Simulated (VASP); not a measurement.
# RuAu (Pm-3m) in VASP: notebook

RuAu is run at these levels: PBE; tasks: single point.

Everything below comes from runs of VASP 6.6.1. Logs are shortened: lines on timing, memory, paths and dates and some standing lists are left out, and cuts for length are marked.

**1. The cell of the first run**

It takes space group Pm-3m (No. 221, cubic). The conventional cell has a = 3.165 Å, b = 3.165 Å, c = 3.165 Å, α = 90.00°, β = 90.00°, γ = 90.00°. Within 3.6 Å of Ru (site symmetry m-3m) lie 8 Au at 2.74 Å and 6 Ru at 3.16 Å. Au (site symmetry m-3m) has 8 Ru at 2.74 Å and 6 Au at 3.16 Å within 3.6 Å.

**2. Single point, PBE**

INCAR

```
SYSTEM = RuAu
PREC = Accurate ; ENCUT = 520
EDIFF = 1E-6 ; ISMEAR = -1
SIGMA = 0.05 ; LREAL = .FALSE.
LASPH = .TRUE. ; NELM = 60
ALGO = Normal ; ISIF = 2
LWAVE = .FALSE. ; LCHARG = .FALSE.
GGA = PE ; NBANDS = 20
```

KPOINTS

```
regular mesh
0
G
  8 8 8
  0 0 0
```

POSCAR

```
RuAu
1.0
    3.1648100000      0.0000000000      0.0000000000
    0.0000000000      3.1648100000      0.0000000000
    0.0000000000      0.0000000000      3.1648100000
Ru Au
1 1
Direct
    0.0000000000      0.0000000000      0.0000000000
    0.5000000000      0.5000000000      0.5000000000
```

Potentials or basis: VASP PAW PBE potentials, release 64 (Ru_pv, Au).

Launch:

```console
> cat potpaw_PBE.64/Ru_pv/POTCAR potpaw_PBE.64/Au/POTCAR > POTCAR
> mpirun -np 1 vasp_std > vasp.out
```

OUTCAR:

```text
SYSTEM = RuAu
   PREC = Accurate
   ENCUT = 520
   EDIFF = 1E-6
   ISMEAR = -1
   LREAL = .FALSE.
   LASPH = .TRUE.
   NELM = 60
   ISIF = 2
   GGA = PE

 ion  position               nearest neighbor table
   1  0.000  0.000  0.000-   2 2.74   2 2.74   2 2.74   2 2.74   2 2.74   2 2.74   2 2.74   2 2.74

   2  0.500  0.500  0.500-   1 2.74   1 2.74   1 2.74   1 2.74   1 2.74   1 2.74   1 2.74   1 2.74

  LATTYP: Found a simple cubic cell.
 ALAT       =     3.1648100000

  Lattice vectors:

 A1 = (   3.1648100000,   0.0000000000,   0.0000000000)
 A2 = (   0.0000000000,   3.1648100000,   0.0000000000)
 A3 = (   0.0000000000,   0.0000000000,   3.1648100000)

Analysis of symmetry for initial positions (statically):
=====================================================================
 Subroutine PRICEL returns:
 Original cell was already a primitive cell.

 Routine SETGRP: Setting up the symmetry group for a
 simple cubic supercell.

 Subroutine GETGRP returns: Found 48 space group operations
 (whereof 48 operations were pure point group operations)
 out of a pool of 48 trial point group operations.

The static configuration has the point symmetry O_h .

Analysis of symmetry for dynamics (positions and initial velocities):
=====================================================================
 Subroutine PRICEL returns:
 Original cell was already a primitive cell.

 Routine SETGRP: Setting up the symmetry group for a
 simple cubic supercell.

 Subroutine GETGRP returns: Found 48 space group operations
 (whereof 48 operations were pure point group operations)
 out of a pool of 48 trial point group operations.

The dynamic configuration has the point symmetry O_h .

 Subroutine INISYM returns: Found 48 space group operations
 (whereof 48 operations are pure point group operations),
 and found     1 'primitive' translations

----------------------------------------------------------------------------------------

                                     Primitive cell

  volume of cell :      31.6988

  direct lattice vectors                    reciprocal lattice vectors
     3.164810000  0.000000000  0.000000000     0.315974735  0.000000000  0.000000000
     0.000000000  3.164810000  0.000000000     0.000000000  0.315974735  0.000000000
     0.000000000  0.000000000  3.164810000     0.000000000  0.000000000  0.315974735

  length of vectors
     3.164810000  3.164810000  3.164810000     0.315974735  0.315974735  0.315974735

  position of ions in fractional coordinates (direct lattice)
     0.000000000  0.000000000  0.000000000
     0.500000000  0.500000000  0.500000000

  ion indices of the primitive-cell ions
   primitive index   ion index
                 1           1
                 2           2

----------------------------------------------------------------------------------------

 KPOINTS: regular mesh

Automatic generation of k-mesh.
 Grid dimensions read from file:
 generate k-points for:    8    8    8

 Generating k-lattice:

  Cartesian coordinates                     Fractional coordinates (reciprocal lattice)
     0.039496842  0.000000000  0.000000000     0.125000000  0.000000000  0.000000000
     0.000000000  0.039496842  0.000000000     0.000000000  0.125000000  0.000000000
     0.000000000  0.000000000  0.039496842     0.000000000  0.000000000  0.125000000

  Length of vectors
     0.039496842  0.039496842  0.039496842

  Shift w.r.t. Gamma in fractional coordinates (k-lattice)
     0.000000000  0.000000000  0.000000000

 Subroutine IBZKPT returns following result:
 ===========================================

 Found     35 irreducible k-points:

 Following reciprocal coordinates:
            Coordinates               Weight
  0.000000  0.000000  0.000000      1.000000
  0.125000  0.000000  0.000000      6.000000
  0.250000  0.000000  0.000000      6.000000
  0.375000  0.000000  0.000000      6.000000
  0.500000  0.000000  0.000000      3.000000
  0.125000  0.125000  0.000000     12.000000
[... 16 lines left out ...]
  0.375000  0.375000  0.125000     24.000000
  0.500000  0.375000  0.125000     24.000000
 [... further k-points ...]
   k-points           NKPTS =     35   k-points in BZ     NKDIM =     35   number of bands    NBANDS=     20
   number of dos      NEDOS =    301   number of ions     NIONS =      2
   total plane-waves  NPLWV =  13824
   dimension x,y,z NGX =    24 NGY =   24 NGZ =   24
   dimension x,y,z NGXF=    48 NGYF=   48 NGZF=   48
   ions per type =               1   1
   NGX,Y,Z   is equivalent  to a cutoff of  12.61, 12.61, 12.61 a.u.
   NGXF,Y,Z  is equivalent  to a cutoff of  25.21, 25.21, 25.21 a.u.
 SYSTEM =  RuAu
   PREC   = accura    normal or accurate (medium, high low for compatibility)
   ISTART =      0    job   : 0-new  1-cont  2-samecut
   ICHARG =      2    charge: 1-file 2-atom 10-const
   ISPIN  =      1    spin polarized calculation?
   LNONCOLLINEAR =      F non collinear calculations
   LSORBIT =      F    spin-orbit coupling
   LASPH  =      T    aspherical Exc in radial PAW
   ENCUT  =  520.0 eV  38.22 Ry    6.18 a.u.   5.88  5.88  5.88*2*pi/ulx,y,z
   NELM   =     60;   NELMIN=  2; NELMDL= -5     # of ELM steps
   EDIFF  = 0.1E-05   stopping-criterion for ELM
   LREAL  =      F    real-space projection
   EDIFFG = 0.1E-04   stopping-criterion for IOM
   NSW    =      0    number of steps for IOM
   IBRION =     -1    ionic relax: 0-MD 1-quasi-New 2-CG
   NFREE  =      0    steps in history (QN), initial steepest desc. (CG)
   ISIF   =      2    stress and relaxation
   ISYM   =      2    0-nonsym 1-usesym 2-fastsym
   POTIM  = 0.5000    time-step for ionic-motion
   TEBEG  =    0.0;   TEEND  =   0.0 temperature during run
   PSTRESS=    0.0 pullay stress
   NELECT =      25.0000    total number of electrons
   NUPDOWN=      -1.0000    fix difference up-down
   EMIN   =  10.00;   EMAX   =-10.00  energy-range for DOS
   EFERMI =   0.00;   METHOD = LEGACY
   ISMEAR =    -1;   SIGMA  =   0.05  broadening in eV -4-tet -1-fermi 0-gaus
   EFERMI_NEDOS =   21; number of points for ismear=-14 and -15
   IALGO  =     38    algorithm
   IMIX   =      4    mixing-type and parameters
     AMIX     =   0.40;   BMIX     =  1.00
     AMIX_MAG =   1.60;   BMIX_MAG =  1.00
  volume/ion in A,a.u.               =      15.85       106.96
  Fermi-wavevector in a.u.,A,eV,Ry     =   1.512541  2.858288 31.127146  2.287781
  Thomas-Fermi vector in A             =   2.622452
   LORBIT       =      0    0 simple, 1 ext, 2 COOP (PROOUT), +10 PAW based schemes
   GGA     = PE    functional components
   LHFCALC =     F    Hartree Fock is set to
   AEXX    =    0.0000 exact exchange contribution
   IVDW    =     0    specifies the selected vdW correction
   LEPSILON=     F    determine dielectric tensor
   LRPA    =     F    only Hartree local field effects (RPA)
 non-spin polarized calculation
  energy-cutoff  :      520.00
  volume of cell :       31.70
 maximum number of plane-waves:       876
 NGX is ok and might be reduce to    24
   NGX = 11   NGY = 11   NGZ = 11

 number of electron      24.9999992 magnetization

 Free energy of the ion-electron system (eV)
  ---------------------------------------------------
  ext. energy  EPLUGINS =         0.00000000
  ---------------------------------------------------
  free energy    TOTEN  =       -11.25032747 eV

  energy without entropy =      -11.22493526  energy(sigma->0) =      -11.23763136

 E-fermi :  10.3817     XC(G=0): -13.1655

 val. band max:       10.3709596719   @ k =   0.3750   0.1250   0.0000
 cond. band min:      10.4336208843   @ k =   0.3750   0.1250   0.1250
 fundamental gap:      0.0626612124
 Fermi energy:        10.3816563415

 k-point     1 :       0.0000    0.0000    0.0000
  band No.  band energies     occupation
      1     -32.1093      2.00000
      2     -32.1093      2.00000
      3     -32.1093      2.00000
      4       1.4588      2.00000
      5       3.8403      2.00000
      6       3.8403      2.00000
[... 12 lines left out ...]
     19      24.6658      0.00000
     20      27.2944      0.00000

 k-point     2 :       0.1250    0.0000    0.0000
  band No.  band energies     occupation
      1     -32.1253      2.00000
      2     -32.1084      2.00000
      3     -32.1084      2.00000
      4       1.7603      2.00000
      5       3.9612      2.00000
      6       4.0365      2.00000
[... 12 lines left out ...]
     19      25.5097      0.00000
     20      27.1621      0.00000

 k-point     3 :       0.2500    0.0000    0.0000
  band No.  band energies     occupation
      1     -32.1638      2.00000
      2     -32.1063      2.00000
      3     -32.1063      2.00000
      4       2.5908      2.00000
      5       4.2964      2.00000
      6       4.5631      2.00000
[... 12 lines left out ...]
     19      25.3856      0.00000
     20      26.9445      0.00000

 k-point     4 :       0.3750    0.0000    0.0000
  band No.  band energies     occupation
      1     -32.2020      2.00000
      2     -32.1041      2.00000
      3     -32.1041      2.00000
      4       3.6260      2.00000
      5       4.7333      2.00000
      6       5.2955      2.00000
[... 12 lines left out ...]
     19      24.7734      0.00000
     20      26.7504      0.00000

 k-point     5 :       0.5000    0.0000    0.0000
  band No.  band energies     occupation
      1     -32.2179      2.00000
      2     -32.1032      2.00000
      3     -32.1032      2.00000
      4       4.1188      2.00000
      5       4.9724      2.00000
      6       5.8628      2.00000
[... 12 lines left out ...]
     19      25.7346      0.00000
     20      25.7346      0.00000

 k-point     6 :       0.1250    0.1250    0.0000
  band No.  band energies     occupation
      1     -32.1254      2.00000
      2     -32.1230      2.00000
      3     -32.1074      2.00000
      4       2.0459      2.00000
      5       4.1017      2.00000
      6       4.2008      2.00000
[... 12 lines left out ...]
     19      26.4413      0.00000
     20      27.3170      0.00000

 k-point     7 :       0.2500    0.1250    0.0000
  band No.  band energies     occupation
      1     -32.1622      2.00000
      2     -32.1215      2.00000
      3     -32.1051      2.00000
      4       2.8138      2.00000
      5       4.4054      2.00000
      6       4.7089      2.00000
[... 12 lines left out ...]
     19      26.2179      0.00000
     20      26.5653      0.00000
[... 277 lines left out ...]
 k-point    20 :       0.2500    0.2500    0.1250
  band No.  band energies     occupation
      1     -32.1588      2.00000
      2     -32.1550      2.00000
      3     -32.1173      2.00000
      4       3.6124      2.00000
      5       4.7427      2.00000
      6       5.2588      2.00000
[... 12 lines left out ...]
     19      24.7247      0.00000
     20      25.9613      0.00000

 k-point    21 :       0.3750    0.2500    0.1250
  band No.  band energies     occupation
      1     -32.1934      2.00000
      2     -32.1531      2.00000
      3     -32.1144      2.00000
      4       4.0525      2.00000
      5       4.6344      2.00000
      6       5.3081      2.00000
[... 12 lines left out ...]
     19      22.4565      0.00000
     20      24.7840      0.00000

 k-point    22 :       0.5000    0.2500    0.1250
  band No.  band energies     occupation
      1     -32.2083      2.00000
      2     -32.1517      2.00000
      3     -32.1131      2.00000
      4       4.2662      2.00000
      5       4.4275      2.00000
      6       5.3004      2.00000
[... 12 lines left out ...]
     19      22.8945      0.00000
     20      23.8654      0.00000

 k-point    23 :       0.3750    0.3750    0.1250
  band No.  band energies     occupation
      1     -32.1896      2.00000
      2     -32.1877      2.00000
      3     -32.1112      2.00000
      4       4.0069      2.00000
      5       4.2418      2.00000
      6       5.0666      2.00000
[... 12 lines left out ...]
     19      22.3302      0.00000
     20      24.1244      0.00000

 k-point    24 :       0.5000    0.3750    0.1250
  band No.  band energies     occupation
      1     -32.2032      2.00000
      2     -32.1867      2.00000
      3     -32.1098      2.00000
      4       4.0226      2.00000
      5       4.0285      2.00000
      6       5.0348      2.00000
[... 12 lines left out ...]
     19      22.9677      0.00000
     20      23.5349      0.00000

 [... further k-points ...]
[... 5 lines left out ...]
  --------------------------------------------------------------------------------------
  -------------------------------------------------------------------------------------
  Total        0.0198322      0.0198322      0.0198322      0.0000000      0.0000000      0.0000000
  in kB        1.0023932      1.0023932      1.0023932      0.0000000      0.0000000      0.0000000
  external PRESSURE =       1.0023932 kB  Pullay stress =       0.0000000 kB

 VOLUME and BASIS-vectors are now :
 -----------------------------------------------------------------------------
  energy-cutoff  :      520.00
  volume of cell :       31.70
      direct lattice vectors                 reciprocal lattice vectors
     3.164810000  0.000000000  0.000000000     0.315974735  0.000000000  0.000000000
     0.000000000  3.164810000  0.000000000     0.000000000  0.315974735  0.000000000
     0.000000000  0.000000000  3.164810000     0.000000000  0.000000000  0.315974735

 POSITION                                       TOTAL-FORCE (eV/Angst)
 -----------------------------------------------------------------------------------
      0.00000      0.00000      0.00000         0.000000      0.000000      0.000000
      1.58241      1.58241      1.58241         0.000000      0.000000      0.000000
 -----------------------------------------------------------------------------------
    total drift:                                0.000000      0.000000     -0.000000

  FREE ENERGIE OF THE ION-ELECTRON SYSTEM (eV)
  ---------------------------------------------------
  free  energy   TOTEN  =       -11.2503274688 eV

  energy  without entropy=      -11.2249352571  energy(sigma->0) =      -11.23763136
```

Run time: 12 s. Hardware: 1 thread of Intel Xeon Platinum 8259CL at 2.50GHz (Skylake/Cascade Lake), shared host; peak memory 0.15 GiB.

What came out:

| Quantity | Value |
| --- | --- |
| Free energy | -11.2503 eV |
| Pressure | 0.1 GPa |

Caveat: spin-orbit coupling is left out, which moves the levels of the heavy elements.

(Part 1 of 2 ends here.)
